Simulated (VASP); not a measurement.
# HfN (P1) in VASP: a series of runs

HfN is run at these levels: LDA+U; tasks: single point.

Program: VASP 6.6.1. These are calculated values, not measurements. Logs are shortened: lines on timing, memory, paths and dates and some standing lists are left out, and cuts for length are marked.

**1. The cell of the first run**

The typed cell holds 4 atoms: a = 3.134 Å, b = 3.134 Å, c = 5.417 Å, α = 90.00°, β = 90.00°, γ = 120.00°.

**2. Single point, LDA+U**

File INCAR:

```
PREC = Accurate
ENCUT = 520
EDIFF = 1E-6
ISMEAR = 1
SIGMA = 0.1
LREAL = F
LASPH = T
NELM = 150
ALGO = Normal
ISIF = 2
LWAVE = F
LCHARG = T
LMAXMIX = 4
LDAU = T
LDAUTYPE = 2
LDAUL = 2 -1
LDAUU = 4.5 0
LDAUJ = 0 0
LDAUPRINT = 1
LELF = T
LVHAR = T
NBANDS = 23
```

File KPOINTS:

```
regular mesh
0
Gamma
  7 7 4
```

File POSCAR:

```
HfN
1.0
    3.1339080219      0.0000000000      0.0000000000
   -1.5669540110      2.7140439601      0.0000000000
    0.0000000000      0.0000000000      5.4167677200
Hf N
2 2
Direct
    0.3336620000      0.6541600000      0.2504860000
    0.6614420000      0.3356560000      0.7499240000
    0.0076370000     -0.0035320000      0.4917730000
    0.0046040000      0.0022350000     -0.0066630000
```

Potentials or basis: VASP PAW LDA potentials, release 64 (Hf_pv, N).

Command:

```sh
cat potpaw_LDA.64/Hf_pv/POTCAR potpaw_LDA.64/N/POTCAR > POTCAR
mpirun -np 1 vasp_std > vasp.out
```

OUTCAR:

```text
PREC = Accurate
   ENCUT = 520
   EDIFF = 1E-6
   ISMEAR = 1
   LREAL = F
   LASPH = T
   NELM = 150
   ISIF = 2

 ion  position               nearest neighbor table
   1  0.334  0.654  0.250-   3 2.21   3 2.24   3 2.25   4 2.25   4 2.29   4 2.31   2 3.22   2 3.23
                             2 3.26   2 3.27   2 3.28   2 3.28
   2  0.661  0.336  0.750-   4 2.22   4 2.24   3 2.26   4 2.26   3 2.27   3 2.33   1 3.22   1 3.23
                             1 3.26   1 3.27   1 3.28   1 3.28
   3  0.008  0.996  0.492-   1 2.21   1 2.24   1 2.25   2 2.26   2 2.27   2 2.33
   4  0.005  0.002  0.993-   2 2.22   2 2.24   1 2.25   2 2.26   1 2.29   1 2.31

  LATTYP: Found a hexagonal cell.
 ALAT       =     3.1339080219
 C/A-ratio  =     1.7284386402

  Lattice vectors:

 A1 = (   3.1339080219,   0.0000000000,   0.0000000000)
 A2 = (  -1.5669540110,   2.7140439601,   0.0000000000)
 A3 = (   0.0000000000,   0.0000000000,   5.4167677200)

Analysis of symmetry for initial positions (statically):
=====================================================================
 Subroutine PRICEL returns:
 Original cell was already a primitive cell.

 Routine SETGRP: Setting up the symmetry group for a
 hexagonal supercell.

 Subroutine GETGRP returns: Found  1 space group operations
 (whereof  1 operations were pure point group operations)
 out of a pool of 24 trial point group operations.

The static configuration has the point symmetry C_1 .

Analysis of symmetry for dynamics (positions and initial velocities):
=====================================================================
 Subroutine PRICEL returns:
 Original cell was already a primitive cell.

 Routine SETGRP: Setting up the symmetry group for a
 hexagonal supercell.

 Subroutine GETGRP returns: Found  1 space group operations
 (whereof  1 operations were pure point group operations)
 out of a pool of 24 trial point group operations.

The dynamic configuration has the point symmetry C_1 .

 Subroutine INISYM returns: Found  1 space group operations
 (whereof  1 operations are pure point group operations),
 and found     1 'primitive' translations

----------------------------------------------------------------------------------------

                                     Primitive cell

  volume of cell :      46.0727

  direct lattice vectors                    reciprocal lattice vectors
     3.133908022  0.000000000  0.000000000     0.319090411  0.184226935  0.000000000
    -1.566954011  2.714043960  0.000000000     0.000000000  0.368453870  0.000000000
     0.000000000  0.000000000  5.416767720     0.000000000  0.000000000  0.184611940

  length of vectors
     3.133908022  3.133908022  5.416767720     0.368453870  0.368453870  0.184611940

  position of ions in fractional coordinates (direct lattice)
     0.333662000  0.654160000  0.250486000
     0.661442000  0.335656000  0.749924000
     0.007637000  0.996468000  0.491773000
     0.004604000  0.002235000  0.993337000

  ion indices of the primitive-cell ions
   primitive index   ion index
                 1           1
                 2           2
                 3           3
                 4           4

----------------------------------------------------------------------------------------

 KPOINTS: regular mesh

Automatic generation of k-mesh.
 Grid dimensions read from file:
 generate k-points for:    7    7    4

 Generating k-lattice:

  Cartesian coordinates                     Fractional coordinates (reciprocal lattice)
     0.045584344  0.026318134  0.000000000     0.142857143  0.000000000  0.000000000
     0.000000000  0.052636267  0.000000000     0.000000000  0.142857143  0.000000000
     0.000000000  0.000000000  0.046152985     0.000000000  0.000000000  0.250000000

  Length of vectors
     0.052636267  0.052636267  0.046152985

[... 44 lines left out ...]
   PREC   = accura    normal or accurate (medium, high low for compatibility)
   ISTART =      0    job   : 0-new  1-cont  2-samecut
   ICHARG =      2    charge: 1-file 2-atom 10-const
   ISPIN  =      1    spin polarized calculation?
   LNONCOLLINEAR =      F non collinear calculations
   LSORBIT =      F    spin-orbit coupling
   LASPH  =      T    aspherical Exc in radial PAW
   ENCUT  =  520.0 eV  38.22 Ry    6.18 a.u.   5.83  5.83 10.07*2*pi/ulx,y,z
   NELM   =    150;   NELMIN=  2; NELMDL= -5     # of ELM steps
   EDIFF  = 0.1E-05   stopping-criterion for ELM
   LREAL  =      F    real-space projection
   EDIFFG = 0.1E-04   stopping-criterion for IOM
   NSW    =      0    number of steps for IOM
   IBRION =     -1    ionic relax: 0-MD 1-quasi-New 2-CG
   NFREE  =      0    steps in history (QN), initial steepest desc. (CG)
   ISIF   =      2    stress and relaxation
   ISYM   =      2    0-nonsym 1-usesym 2-fastsym
   POTIM  = 0.5000    time-step for ionic-motion
   TEBEG  =    0.0;   TEEND  =   0.0 temperature during run
   PSTRESS=    0.0 pullay stress
   NELECT =      30.0000    total number of electrons
   NUPDOWN=      -1.0000    fix difference up-down
   EMIN   =  10.00;   EMAX   =-10.00  energy-range for DOS
   EFERMI =   0.00;   METHOD = LEGACY
   ISMEAR =     1;   SIGMA  =   0.10  broadening in eV -4-tet -1-fermi 0-gaus
   EFERMI_NEDOS =   21; number of points for ismear=-14 and -15
   IALGO  =     38    algorithm
   IMIX   =      4    mixing-type and parameters
     AMIX     =   0.40;   BMIX     =  1.00
     AMIX_MAG =   1.60;   BMIX_MAG =  1.00
  volume/ion in A,a.u.               =      11.52        77.73
  Fermi-wavevector in a.u.,A,eV,Ry     =   1.418951  2.681429 27.394278  2.013423
  Thomas-Fermi vector in A             =   2.540023
   LORBIT       =      0    0 simple, 1 ext, 2 COOP (PROOUT), +10 PAW based schemes
 LDA+U is selected, type is set to LDAUTYPE =  2
   angular momentum for each species LDAUL =     2   -1
   U (eV)           for each species LDAUU =   4.5  0.0
   J (eV)           for each species LDAUJ =   0.0  0.0
   GGA     = CA    functional components
   LHFCALC =     F    Hartree Fock is set to
   AEXX    =    0.0000 exact exchange contribution
   IVDW    =     0    specifies the selected vdW correction
   LEPSILON=     F    determine dielectric tensor
   LRPA    =     F    only Hartree local field effects (RPA)
 non-spin polarized calculation
 Methfessel and Paxton  Order N= 1 SIGMA  =   0.10
  energy-cutoff  :      520.00
  volume of cell :       46.07
 maximum number of plane-waves:      1275
   NGX = 11   NGY = 11   NGZ = 21

atom =   1  type =  1  l = 2

 onsite density matrix

spin component  1

  0.1763 -0.0011 -0.0013  0.0071 -0.0010
 -0.0011  0.1689  0.0003 -0.0001  0.0055
 -0.0013  0.0003  0.1453 -0.0000 -0.0021
  0.0071 -0.0001 -0.0000  0.1586 -0.0011
 -0.0010  0.0055 -0.0021 -0.0011  0.1809

spin component  2

  0.1763 -0.0011 -0.0013  0.0071 -0.0010
 -0.0011  0.1689  0.0003 -0.0001  0.0055
 -0.0013  0.0003  0.1453 -0.0000 -0.0021
  0.0071 -0.0001 -0.0000  0.1586 -0.0011
 -0.0010  0.0055 -0.0021 -0.0011  0.1809

 occupancies and eigenvectors

  o =  0.1451  v = -0.0466  0.0244 -0.9965  0.0172 -0.0624  0.0000  0.0000  0.0000  0.0000  0.0000      0.0000  0.0000  0.0000  0.0000  0.0000  0.0000  0.0000  0.0000  0.0000  0.0000
  o =  0.1451  v =  0.0000  0.0000  0.0000  0.0000  0.0000 -0.0466  0.0244 -0.9965  0.0172 -0.0624      0.0000  0.0000  0.0000  0.0000  0.0000  0.0000  0.0000  0.0000  0.0000  0.0000
  o =  0.1561  v =  0.3286  0.0358 -0.0283 -0.9425 -0.0402  0.0000  0.0000  0.0000  0.0000  0.0000      0.0000  0.0000  0.0000  0.0000  0.0000  0.0000  0.0000  0.0000  0.0000  0.0000
  o =  0.1561  v =  0.0000  0.0000  0.0000  0.0000  0.0000  0.3286  0.0358 -0.0283 -0.9425 -0.0402      0.0000  0.0000  0.0000  0.0000  0.0000  0.0000  0.0000  0.0000  0.0000  0.0000
  o =  0.1668  v = -0.0303 -0.9331 -0.0444 -0.0596  0.3505  0.0000  0.0000  0.0000  0.0000  0.0000      0.0000  0.0000  0.0000  0.0000  0.0000  0.0000  0.0000  0.0000  0.0000  0.0000
  o =  0.1668  v =  0.0000  0.0000  0.0000  0.0000  0.0000 -0.0303 -0.9331 -0.0444 -0.0596  0.3505      0.0000  0.0000  0.0000  0.0000  0.0000  0.0000  0.0000  0.0000  0.0000  0.0000
  o =  0.1783  v =  0.0000  0.0000  0.0000  0.0000  0.0000  0.8983  0.0684 -0.0542  0.3044  0.3046      0.0000  0.0000  0.0000  0.0000  0.0000  0.0000  0.0000  0.0000  0.0000  0.0000
  o =  0.1783  v =  0.8983  0.0684 -0.0542  0.3044  0.3046  0.0000  0.0000  0.0000  0.0000  0.0000      0.0000  0.0000  0.0000  0.0000  0.0000  0.0000  0.0000  0.0000  0.0000  0.0000
  o =  0.1837  v = -0.2864  0.3503 -0.0355 -0.1231  0.8825  0.0000  0.0000  0.0000  0.0000  0.0000      0.0000  0.0000  0.0000  0.0000  0.0000  0.0000  0.0000  0.0000  0.0000  0.0000
  o =  0.1837  v =  0.0000  0.0000  0.0000  0.0000  0.0000 -0.2864  0.3503 -0.0355 -0.1231  0.8825      0.0000  0.0000  0.0000  0.0000  0.0000  0.0000  0.0000  0.0000  0.0000  0.0000

atom =   2  type =  1  l = 2

 onsite density matrix

spin component  1

  0.1790  0.0009  0.0033 -0.0071  0.0036
  0.0009  0.1632  0.0000  0.0063 -0.0052
  0.0033  0.0000  0.1460  0.0001  0.0009
 -0.0071  0.0063  0.0001  0.1610  0.0009
  0.0036 -0.0052  0.0009  0.0009  0.1783

spin component  2

  0.1790  0.0009  0.0033 -0.0071  0.0036
  0.0009  0.1632  0.0000  0.0063 -0.0052
  0.0033  0.0000  0.1460  0.0001  0.0009
 -0.0071  0.0063  0.0001  0.1610  0.0009
  0.0036 -0.0052  0.0009  0.0009  0.1783

 occupancies and eigenvectors

  o =  0.1456  v =  0.1112 -0.0258 -0.9911  0.0678  0.0087  0.0000  0.0000  0.0000  0.0000  0.0000      0.0000  0.0000  0.0000  0.0000  0.0000  0.0000  0.0000  0.0000  0.0000  0.0000
  o =  0.1456  v =  0.0000  0.0000  0.0000  0.0000  0.0000  0.1112 -0.0258 -0.9911  0.0678  0.0087      0.0000  0.0000  0.0000  0.0000  0.0000  0.0000  0.0000  0.0000  0.0000  0.0000
  o =  0.1534  v =  0.0000  0.0000  0.0000  0.0000  0.0000 -0.2410  0.5964 -0.0913 -0.7361  0.1898      0.0000  0.0000  0.0000  0.0000  0.0000  0.0000  0.0000  0.0000  0.0000  0.0000
  o =  0.1534  v = -0.2410  0.5964 -0.0913 -0.7361  0.1898  0.0000  0.0000  0.0000  0.0000  0.0000      0.0000  0.0000  0.0000  0.0000  0.0000  0.0000  0.0000  0.0000  0.0000  0.0000
  o =  0.1668  v = -0.2061 -0.7460 -0.0460 -0.5897 -0.2262  0.0000  0.0000  0.0000  0.0000  0.0000      0.0000  0.0000  0.0000  0.0000  0.0000  0.0000  0.0000  0.0000  0.0000  0.0000
  o =  0.1668  v =  0.0000  0.0000  0.0000  0.0000  0.0000 -0.2061 -0.7460 -0.0460 -0.5897 -0.2262      0.0000  0.0000  0.0000  0.0000  0.0000  0.0000  0.0000  0.0000  0.0000  0.0000
  o =  0.1773  v = -0.5743 -0.2291 -0.0379  0.2026  0.7584  0.0000  0.0000  0.0000  0.0000  0.0000      0.0000  0.0000  0.0000  0.0000  0.0000  0.0000  0.0000  0.0000  0.0000  0.0000
  o =  0.1773  v =  0.0000  0.0000  0.0000  0.0000  0.0000 -0.5743 -0.2291 -0.0379  0.2026  0.7584      0.0000  0.0000  0.0000  0.0000  0.0000  0.0000  0.0000  0.0000  0.0000  0.0000
  o =  0.1844  v =  0.0000  0.0000  0.0000  0.0000  0.0000  0.7465 -0.1858  0.0762 -0.2546  0.5810      0.0000  0.0000  0.0000  0.0000  0.0000  0.0000  0.0000  0.0000  0.0000  0.0000
  o =  0.1844  v =  0.7465 -0.1858  0.0762 -0.2546  0.5810  0.0000  0.0000  0.0000  0.0000  0.0000      0.0000  0.0000  0.0000  0.0000  0.0000  0.0000  0.0000  0.0000  0.0000  0.0000

 number of electron      30.0000002 magnetization

 Free energy of the ion-electron system (eV)
  ---------------------------------------------------
  ext. energy  EPLUGINS =         0.00000000
  ---------------------------------------------------
  free energy    TOTEN  =       -41.04387362 eV

  energy without entropy =      -41.04458321  energy(sigma->0) =      -41.04411015

 E-fermi :   8.2665     XC(G=0): -12.9986

 val. band max:        8.2449246246   @ k =   0.1429   0.1429   0.5000
 cond. band min:       8.2673959310   @ k =   0.4286   0.1429   0.5000
 fundamental gap:      0.0224713064
 Fermi energy:         8.2665400092

 k-point     1 :       0.0000    0.0000    0.0000
  band No.  band energies     occupation
      1     -24.1014      2.00000
      2     -23.2550      2.00000
      3     -23.1454      2.00000
      4     -23.1242      2.00000
      5     -23.0746      2.00000
      6     -23.0714      2.00000
[... 613 lines left out ...]
     22      14.7761      0.00000
     23      16.0013      0.00000

 [... further k-points ...]
[... 5 lines left out ...]
  --------------------------------------------------------------------------------------
  -------------------------------------------------------------------------------------
  Total        2.7745784      2.7782556      2.5577356     -0.0138905     -0.0226399     -0.0368111
  in kB       96.4859871     96.6138608     88.9452774     -0.4830425     -0.7873020     -1.2801061
  external PRESSURE =      94.0150417 kB  Pullay stress =       0.0000000 kB

 VOLUME and BASIS-vectors are now :
 -----------------------------------------------------------------------------
  energy-cutoff  :      520.00
  volume of cell :       46.07
      direct lattice vectors                 reciprocal lattice vectors
     3.133908022  0.000000000  0.000000000     0.319090411  0.184226935  0.000000000
    -1.566954011  2.714043960  0.000000000     0.000000000  0.368453870  0.000000000
     0.000000000  0.000000000  5.416767720     0.000000000  0.000000000  0.184611940

 POSITION                                       TOTAL-FORCE (eV/Angst)
 -----------------------------------------------------------------------------------
      0.02063      1.77542      1.35682        -0.025561      0.410030     -0.510528
      1.54694      0.91099      4.06216         0.461765     -0.115701     -0.418711
     -1.53749      2.70446      2.66382        -0.318224     -0.064543      0.555987
      0.01093      0.00607      5.38068        -0.117980     -0.229786      0.373253
 -----------------------------------------------------------------------------------
    total drift:                               -0.000157      0.000065     -0.000109

  FREE ENERGIE OF THE ION-ELECTRON SYSTEM (eV)
  ---------------------------------------------------
  free  energy   TOTEN  =       -41.0438736233 eV

  energy  without entropy=      -41.0445832137  energy(sigma->0) =      -41.04411015
```

It took 32 s on 1 thread of Intel Xeon 6975P-C (Granite Rapids), shared host; peak memory 0.21 GiB.

Results:

```
Free energy            : -41.0439 eV
Pressure               : 9.4 GPa
Largest force          : 0.655 eV/Å
Band gap on the k mesh : zero (band 15 reaches 10.44 eV, above the bottom of band 16 at 8.00 eV)
```

Forces on the atoms (eV/Å):
```
Hf  -0.026  0.410 -0.511
Hf   0.462 -0.116 -0.419
N   -0.318 -0.065  0.556
N   -0.118 -0.230  0.373
```

Stress tensor (GPa, compression positive):
```
 9.65 -0.05 -0.13
-0.05  9.66 -0.08
-0.13 -0.08  8.89
```

Eigenvalues of the final occupation matrices:
```csv
site,spin,trace,eigenvalues
site 1 d,1,0.83,0.15 0.16 0.17 0.18 0.18
site 1 d,2,0.83,0.15 0.16 0.17 0.18 0.18
site 2 d,1,0.83,0.15 0.15 0.17 0.18 0.18
site 2 d,2,0.83,0.15 0.15 0.17 0.18 0.18
```

Caveat: spin-orbit coupling is left out, which moves the levels of the heavy elements; U without spin polarisation on a metal has little footing.

(Part 1 of 2 ends here.)
